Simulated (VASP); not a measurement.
## CoSi2: single point with r2SCAN

CoSi2:

```
CELL_PARAMETERS angstrom
0.00000 2.63963 2.63963
2.63963 0.00000 2.63963
2.63963 2.63963 0.00000
ATOMIC_POSITIONS crystal
Co 0.00000 0.00000 0.00000
Si 0.25000 0.25000 0.25000
Si 0.75000 0.75000 0.75000
```

This cell differs from its parent crystal: volume scaled by 0.98.

| Property | Result |
| --- | --- |
| Program | VASP 6.6.1 |
| Task | single point |
| Functional | r2SCAN |
| Potentials or basis | VASP PAW PBE potentials, release 64 (Co, Si) |
| Cutoff | 520 eV |
| k mesh | 8 × 8 × 8 |
| Occupations | gaussian, width 0.05 eV |
| Spin | collinear spin, ferromagnetic start |
| Starting moments | [0.05, 0.0, 0.0] μB |
| Dipole correction | no |
| Further INCAR settings | ALGO = Normal; EDIFF = 1e-06; NBANDS = 20 |

The pressure is 4.1 GPa and the net moment is 0.00 μB per cell. The valence electrons inside the program's atomic spheres are Co 9.04; Si 1.62.

Levels at points of the mesh, in eV from the Fermi level:
Spin up:
```tsv
k point	band 5	band 6	band 7	band 8	band 9	band 10	band 11	band 12	band 13	band 14
(0.00, 0.00, 0.00)	-2.10	-2.10	1.78	3.66	3.66	3.66	3.87	3.87	3.87	6.41
(0.50, 0.00, 0.00)	-2.25	-1.73	-1.73	-0.51	-0.51	3.37	3.82	3.82	5.24	11.23
(0.50, 0.50, 0.00)	-3.97	-2.07	-2.02	-2.02	-1.44	2.06	3.26	9.08	10.83	10.83
```
Spin down:
| k point | band 6 | band 7 | band 8 | band 9 | band 10 | band 11 | band 12 | band 13 |
| --- | --- | --- | --- | --- | --- | --- | --- | --- |
| (0.00, 0.00, 0.00) | -2.10 | 1.78 | 3.66 | 3.66 | 3.66 | 3.87 | 3.87 | 3.87 |
| (0.50, 0.00, 0.00) | -1.73 | -1.73 | -0.51 | -0.51 | 3.37 | 3.82 | 3.82 | 5.24 |
| (0.50, 0.50, 0.00) | -2.07 | -2.02 | -2.02 | -1.44 | 2.06 | 3.26 | 9.08 | 10.83 |

It took 6.2 min on 1 thread of AMD EPYC 7R13, on a shared host, peak memory 0.17 GiB.

Caveat: the PAW data sets were made with another functional, which shifts forces and pressure a little.
